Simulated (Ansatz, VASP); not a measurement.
## Cs2AgBiBr6: VASP beside Ansatz

The input INCAR:

```
SYSTEM = Cs2AgBiBr6
PREC     = Accurate       ! precision mode
ENCUT    = 520            ! plane-wave cutoff, eV
EDIFF    = 1E-7           ! SCF threshold, eV
ISMEAR   = 0              ! smearing method
SIGMA    = 0.01           ! smearing width, eV
LREAL    = .FALSE.        ! projectors in reciprocal space
LASPH    = .TRUE.         ! aspherical terms in the spheres
NELM     = 100            ! most SCF steps
ALGO     = Normal         ! electronic algorithm
ISIF     = 2              ! what is computed and relaxed
LWAVE    = .FALSE.        ! write WAVECAR
LCHARG   = .FALSE.        ! write CHGCAR
GGA      = PE             ! functional
NBANDS   = 54             ! bands
```

Contents of KPOINTS:

```
Automatic mesh
0
G
  4 4 4
  0 0 0
```

The input POSCAR:

```
Cs2AgBiBr6
1.0
    0.0000000000      5.6202473016      5.6202473016
    5.6202473016      0.0000000000      5.6202473016
    5.6202473016      5.6202473016      0.0000000000
Cs Ag Bi Br
2 1 1 6
Direct
    0.2500000000      0.2500000000      0.2500000000
    0.7500000000      0.7500000000      0.7500000000
    0.0000000000      0.0000000000      0.0000000000
    0.5000000000      0.5000000000      0.5000000000
    0.2486135607      0.7513864393      0.7513864393
    0.2486135607      0.7513864393      0.2486135607
    0.7513864393      0.2486135607      0.7513864393
    0.7513864393      0.2486135607      0.2486135607
    0.7513864393      0.7513864393      0.2486135607
    0.2486135607      0.2486135607      0.7513864393
```

Input for Ansatz:

```yaml
crystal:
  lattice:
    - [0.0, 5.6202473016, 5.6202473016]
    - [5.6202473016, 0.0, 5.6202473016]
    - [5.6202473016, 5.6202473016, 0.0]
  atoms:
    - { symbol: Cs, position: [0.25, 0.25, 0.25] }
    - { symbol: Cs, position: [0.75, 0.75, 0.75] }
    - { symbol: Ag, position: [0.0, 0.0, 0.0] }
    - { symbol: Bi, position: [0.5, 0.5, 0.5] }
    - { symbol: Br, position: [0.2486135607, 0.7513864393, 0.7513864393] }
    - { symbol: Br, position: [0.2486135607, 0.7513864393, 0.2486135607] }
    - { symbol: Br, position: [0.7513864393, 0.2486135607, 0.7513864393] }
    - { symbol: Br, position: [0.7513864393, 0.2486135607, 0.2486135607] }
    - { symbol: Br, position: [0.7513864393, 0.7513864393, 0.2486135607] }
    - { symbol: Br, position: [0.2486135607, 0.2486135607, 0.7513864393] }
kpoints:
  mp_grid: { grid: [4, 4, 4] }
hamiltonian:
  xc: pbe
scf:
  occupations: { method: fixed }
  n_extra_bands: 6
output:
  forces: true
  stress: true
  eigenvalues: true
```

Alike in both runs: task single point; functional PBE; k mesh 4 × 4 × 4; no spin polarisation.

|  | VASP | Ansatz |
| --- | --- | --- |
| version | VASP 6.6.1 | Ansatz 0.2.0 |
| potentials or method | VASP PAW PBE potentials, release 64 (Cs_sv, Ag, Bi_d, Br) | plane waves, PAW |
| plane-wave cutoff (eV) | 520 | 420 |
| occupations | gaussian, width 0.01 eV | fixed |
| valence electrons in the cell | 86 | 94 |

```csv
,VASP,Ansatz,Ansatz less VASP
gap on the k mesh at the Fermi level (eV),1.26,1.25,-0.005
pressure (GPa),1.7,1.7,0.00
rms of the force components (eV/Å),0.087,0.086,-0.0016
```

Atom by atom the forces differ by 0.002 eV/Å (rms over components). VASP's potentials hold 86 valence electrons a cell and Ansatz's 94, so a difference there can come from the potentials and not from the codes.

Neither program's run includes spin-orbit coupling.
